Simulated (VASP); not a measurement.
## Sn4SeS3: relaxation of cell and atoms with PBE

The system is Sn4SeS3.

```
Sn Se S
1.0
     0.01819    0.00910    4.17444
     4.38202   -6.01278    0.00531
     4.14536    5.84550    0.03105
Sn Se S
4 1 3
Direct
  0.91815 0.26567 0.75461
  0.95873 0.76816 0.25416
  0.51141 0.26943 0.26402
  0.53655 0.74562 0.74052
  0.99915 0.00730 0.03517
  0.99572 0.50625 0.46859
  0.53611 0.97814 0.47182
  0.54419 0.45942 0.01111
```

```
Program                : VASP 6.6.1
Task                   : relaxation of cell and atoms
Functional             : PBE
Potentials or basis    : VASP PAW PBE potentials, release 64 (Sn_d, Se, S)
Cutoff                 : 600 eV
k mesh                 : 4 × 2 × 2
Occupations            : gaussian, width 0.1 eV
Spin                   : no spin polarisation
Dipole correction      : no
Further INCAR settings : ALGO = Normal; EDIFF = 1e-06; IBRION = 2; EDIFFG = -0.025; NSW = 80; ISIF = 3
```

```yaml
Relaxed_volume: 26.97 Å³/atom
Relaxed_cell: a = 4.191 Å, b = 7.579 Å, c = 7.302 Å, α = 111.49°, β = 89.56°, γ = 90.90°
Space_group_after_relaxing_to_0.1_Å: P1 (No. 1)
Energy_gained_by_relaxing: 103.1 meV/atom
Ionic_steps: 31
Pressure_after_relaxing: 0.0 GPa
Largest_force_after_relaxing: 0.021 eV/Å
Band_gap_on_the_k_mesh: 1.14 eV (least direct gap 1.28 eV)
```

Forces in eV/Å, atoms in the order of the input:
```
Sn  -0.002 -0.007 -0.008
Sn  -0.018  0.009 -0.003
Sn   0.009 -0.018  0.002
Sn   0.013 -0.002 -0.017
Se   0.008 -0.007  0.008
S   -0.005  0.005  0.004
S   -0.001  0.006  0.013
S   -0.003  0.013  0.000
```

The path:
```tsv
step	energy change (eV)	largest force (eV/Å)	pressure (GPa)	volume (Å³)
1	0.0000	1.5068	1.29	210.97
2	-0.3304	0.9933	-1.17	217.47
3	-0.3713	0.7979	-2.11	220.79
4	-0.6003	0.5080	-0.67	211.82
5	-0.6656	0.3623	1.02	204.32
6	-0.7306	0.2530	0.44	206.15
7	-0.7307	0.2530	0.42	206.21
8	-0.7511	0.2170	-0.30	209.01
9	-0.7541	0.2161	-0.65	210.55
10	-0.7695	0.1831	-0.43	209.73
11	-0.7855	0.1670	0.13	208.09
12	-0.7859	0.1705	0.28	207.72
13	-0.7952	0.1406	0.23	208.59
14	-0.8018	0.1440	0.18	210.08
15	-0.8117	0.1055	-0.15	212.32
16	-0.8126	0.1304	-0.31	213.42
17	-0.8165	0.0971	0.16	212.45
18	-0.8166	0.1005	0.09	212.59
19	-0.8188	0.0522	0.07	213.07
20	-0.8194	0.0523	0.06	213.43
21	-0.8208	0.0573	-0.09	214.31
22	-0.8208	0.0635	-0.14	214.54
23	-0.8218	0.0573	-0.04	214.45
24	-0.8224	0.0510	0.02	214.34
25	-0.8221	0.0624	0.20	214.14
26	-0.8225	0.0494	0.08	214.27
27	-0.8237	0.0414	0.08	214.67
28	-0.8241	0.0435	0.07	215.09
29	-0.8246	0.0279	-0.06	215.77
30	-0.8246	0.0283	-0.09	215.86
31	-0.8250	0.0213	-0.01	215.75
```

Final structure:
```
Sn Se S
1.0
    -0.01324    0.03028    4.19037
     4.30561   -6.23645   -0.06002
     4.07153    6.06131    0.02476
Sn Se S
4 1 3
Direct
  0.97839 0.24620 0.76553
  0.98294 0.74565 0.26650
  0.48265 0.27819 0.25195
  0.48491 0.76123 0.73587
  0.01165 0.01472 0.98570
  0.01549 0.52303 0.47623
  0.52204 0.96463 0.50879
  0.52193 0.46636 0.00943
```

Levels at points of the mesh, in eV from the valence-band top:
```
           k point  band 38  band 39  band 40  band 41  band 42  band 43
(0.00, 0.00, 0.00)    -1.35    -0.15     0.00     1.28     1.33     2.04
(0.50, 0.00, 0.00)    -0.86    -0.44    -0.18     1.48     1.60     2.31
(0.00, 0.50, 0.00)    -1.09    -0.74    -0.67     2.25     2.31     2.72
(0.50, 0.50, 0.00)    -1.67    -1.61    -1.51     2.69     2.73     2.84
(0.00, 0.00, 0.50)    -1.18    -0.74    -0.72     2.32     2.39     2.45
(0.50, 0.00, 0.50)    -1.65    -1.55    -1.51     2.52     2.69     2.72
(0.00, 0.50, 0.50)    -0.52    -0.39    -0.18     1.17     1.53     1.64
(0.50, 0.50, 0.50)    -1.78    -0.17    -0.05     1.30     1.33     2.04
```

Wall time 27 min on 1 thread of AMD EPYC 9R45 96-Core Processor (Zen 5), with other jobs on the host, peak memory 0.41 GiB.

Caveat: the k points lie up to 0.46 Å⁻¹ apart in the final cell; spin-orbit coupling is left out, which moves the levels of the heavy elements. A k mesh can miss the band edges.
